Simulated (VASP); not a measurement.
## ZrPdSe4: single point with PBE

ZrPdSe4:

```
Zr Pd Se
1.0
    -3.53633    3.53633    3.35518
     3.53633   -3.53633    3.35518
     3.53633    3.53633   -3.35518
Zr Pd Se
1 1 4
Direct
  0.00000 0.00000 0.00000
  0.50000 0.50000 0.00000
  0.50000 0.81342 0.31342
  0.50000 0.18658 0.68658
  0.81342 0.50000 0.31342
  0.18658 0.50000 0.68658
```

The cell was generated, and may not be a known phase.

```yaml
Program: VASP 6.6.1
Task: single point
Functional: PBE
Potentials_or_basis: VASP PAW PBE potentials, release 64 (Zr_sv, Pd, Se)
Cutoff: 520 eV
k_mesh: 4 × 4 × 4
Occupations: gaussian, width 0.1 eV
Spin: collinear spin
Starting_moments: "[0.0, 1.0, 0.0, 0.0, 0.0, 0.0] μB"
```

```json
{
 "Pressure": "3.9 GPa",
 "Largest force": "2.917 eV/Å",
 "Band gap on the k mesh": "zero (filled and empty bands overlap)",
 "Net moment": "0.00 μB per cell",
 "Valence electrons inside the program's atomic spheres": "Zr 9.40; Pd 10.26; Se 3.77"
}
```

Forces on the atoms (eV/Å):
```
Zr   0.000  0.000  0.000
Pd   0.000  0.000  0.000
Se   2.917  0.000  0.000
Se  -2.917  0.000  0.000
Se   0.000  2.917  0.000
Se   0.000 -2.917  0.000
```

Stress tensor (GPa, compression positive):
```
 9.75  0.00  0.00
 0.00  9.75  0.00
 0.00  0.00 -7.92
```

Levels at points of the mesh, in eV from the Fermi level:
Spin up:
| k point | band 21 | band 22 | band 23 | band 24 | band 25 | band 26 |
| --- | --- | --- | --- | --- | --- | --- |
| (0.00, 0.00, 0.00) | -0.68 | 0.07 | 0.09 | 0.41 | 0.41 | 0.88 |
| (0.50, 0.00, 0.00) | -1.03 | -0.15 | -0.03 | 0.18 | 0.27 | 0.34 |
| (0.50, 0.50, 0.00) | -1.23 | -0.70 | -0.48 | 0.13 | 0.16 | 0.35 |
| (0.50, 0.50, 0.50) | -0.16 | 0.19 | 0.26 | 0.49 | 0.49 | 0.62 |
Spin down:
| k point | band 19 | band 20 | band 21 | band 22 | band 23 | band 24 | band 25 | band 26 | band 27 | band 28 |
| --- | --- | --- | --- | --- | --- | --- | --- | --- | --- | --- |
| (0.00, 0.00, 0.00) | -1.68 | -0.68 | -0.68 | 0.07 | 0.09 | 0.41 | 0.41 | 0.88 | 0.88 | 1.03 |
| (0.50, 0.00, 0.00) | -1.87 | -1.24 | -1.03 | -0.15 | -0.03 | 0.18 | 0.27 | 0.34 | 0.40 | 0.57 |
| (0.50, 0.50, 0.00) | -2.18 | -1.73 | -1.23 | -0.70 | -0.48 | 0.13 | 0.16 | 0.35 | 0.49 | 1.16 |
| (0.50, 0.50, 0.50) | -0.34 | -0.16 | -0.16 | 0.19 | 0.26 | 0.49 | 0.49 | 0.62 | 0.66 | 0.66 |

Run time: 5.8 min on 1 thread of Intel(R) Xeon(R) Platinum 8488C (Sapphire Rapids) (shared host), peak memory 0.47 GiB.

Caveat: the stress differs along the axes, from -8 to 10 GPa; forces of over 1 eV/Å act on the atoms, so gaps and moduli don't describe the material at rest.
